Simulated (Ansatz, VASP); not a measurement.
One calculation of TaRu, two programs

The input INCAR:

```
SYSTEM = TaRu
PREC     = Accurate       ! precision mode
ENCUT    = 520            ! plane-wave cutoff, eV
EDIFF    = 1E-8           ! SCF threshold, eV
ISMEAR   = -1             ! smearing method
SIGMA    = 0.03           ! smearing width, eV
LREAL    = .False.        ! projectors in reciprocal space
LASPH    = .True.         ! aspherical terms in the spheres
NELM     = 60             ! most SCF steps
ALGO     = Normal         ! electronic algorithm
ISIF     = 2              ! what is computed and relaxed
LWAVE    = .False.        ! write WAVECAR
LCHARG   = .False.        ! write CHGCAR
LEFG     = .True.       
NBANDS   = 20             ! bands
```

The input KPOINTS:

```
regular mesh
0
Gamma
  13 13 13
  0 0 0
```

POSCAR

```
TaRu
1.0
    3.1439271524      0.0000000000      0.0000000000
    0.0000000000      3.1439271524      0.0000000000
    0.0000000000      0.0000000000      3.1439271524
Ta Ru
1 1
Direct
    0.5000000000      0.5000000000      0.5000000000
    0.0000000000      0.0000000000      0.0000000000
```

Input for Ansatz:

```yaml
crystal:
  lattice:
    - [3.1439271524, 0.0, 0.0]
    - [0.0, 3.1439271524, 0.0]
    - [0.0, 0.0, 3.1439271524]
  atoms:
    - { symbol: Ta, position: [0.5, 0.5, 0.5] }
    - { symbol: Ru, position: [0.0, 0.0, 0.0] }
kpoints:
  mp_grid: { grid: [13, 13, 13] }
scf:
  occupations: { method: fermi_dirac, width: 0.03 }
hamiltonian:
  xc: lda
  pseudopotentials: { kind: paw }
output:
  forces: true
  stress: true
  eigenvalues: true
  efg: { contact_densities: true }
```

Change from the starting cell: volume scaled by 0.96, PAW files.

Alike in both runs: task electric field gradients; functional LDA; k mesh 13 × 13 × 13; occupations fermi-dirac, width 0.03 eV; no spin polarisation.

```csv
,VASP,Ansatz
version,VASP 6.6.1,Ansatz 0.2.0
potentials or method,"VASP PAW LDA potentials, release 64 (Ta_pv, Ru_pv)","PAW with Ansatz's default frozen-core files, scalar-relativistic"
plane-wave cutoff (eV),520,420
valence electrons in the cell,25,29
```

|  | VASP | Ansatz | Ansatz less VASP |
| --- | --- | --- | --- |
| pressure (GPa) | -5.8 | -6.8 | -0.95 |

LDA's correlation is that of Perdew and Zunger in VASP and of Perdew and Wang (1992) in Ansatz. VASP's potentials hold 25 valence electrons a cell and Ansatz's 29, so a difference there can come from the potentials and not from the codes.

Spin-orbit coupling is off throughout.
